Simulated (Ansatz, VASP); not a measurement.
One calculation of GaAs, two programs

File INCAR:

```
PREC = Accurate
ENCUT = 520
EDIFF = 1E-7
ISMEAR = 0
SIGMA = 0.1
LREAL = F
LASPH = T
NELM = 80
ALGO = Normal
ISIF = 2
LWAVE = F
LCHARG = F
GGA = PE
NBANDS = 16
```

File KPOINTS:

```
Automatic mesh
0
Gamma
  4 4 4
```

The input POSCAR:

```
GaAs
1.0
    0.0000000000      3.0381714042      3.0381714042
    3.0381714042      0.0000000000      3.0381714042
    3.0381714042      3.0381714042      0.0000000000
Ga As
1 1
Direct
    0.0000000000      0.0000000000      0.0000000000
    0.2500000000      0.2500000000      0.2500000000
```

Input for Ansatz:

```yaml
crystal:
  lattice:
    - [0.0, 3.0381714042, 3.0381714042]
    - [3.0381714042, 0.0, 3.0381714042]
    - [3.0381714042, 3.0381714042, 0.0]
  atoms:
    - { symbol: Ga, position: [0.0, 0.0, 0.0] }
    - { symbol: As, position: [0.25, 0.25, 0.25] }
basis:
  ecutwfc: 420
kpoints:
  mp_grid: { grid: [4, 4, 4] }
hamiltonian:
  xc: pbe
scf:
  occupations: { method: gaussian, width: 0.1 }
output:
  forces: true
  stress: true
  eigenvalues: true
```

Alike in both runs: task single point; functional PBE; k mesh 4 × 4 × 4; occupations gaussian, width 0.1 eV; no spin polarisation.

|  | VASP | Ansatz |
| --- | --- | --- |
| version | VASP 6.6.1 | Ansatz 0.2.0 |
| potentials or method | VASP PAW PBE potentials, release 64 (Ga_d, As), cutoff 520 eV | scalar-relativistic, plane waves, PAW |
| valence electrons in the cell | 18 | 28 |

```tsv
	VASP	Ansatz	Ansatz less VASP
gap on the k mesh at the Fermi level (eV)	none	none	-
pressure (GPa)	-6.2	-6.3	-0.09
```

A gap of «none» marks a metal or a gap that the smearing closes. The functional is the same, so the differences come from potentials, cutoffs and numerics. VASP's potentials hold 18 valence electrons a cell and Ansatz's 28, so a difference there can come from the potentials and not from the codes.

The k mesh is coarse, so the values compare programs but aren't converged.
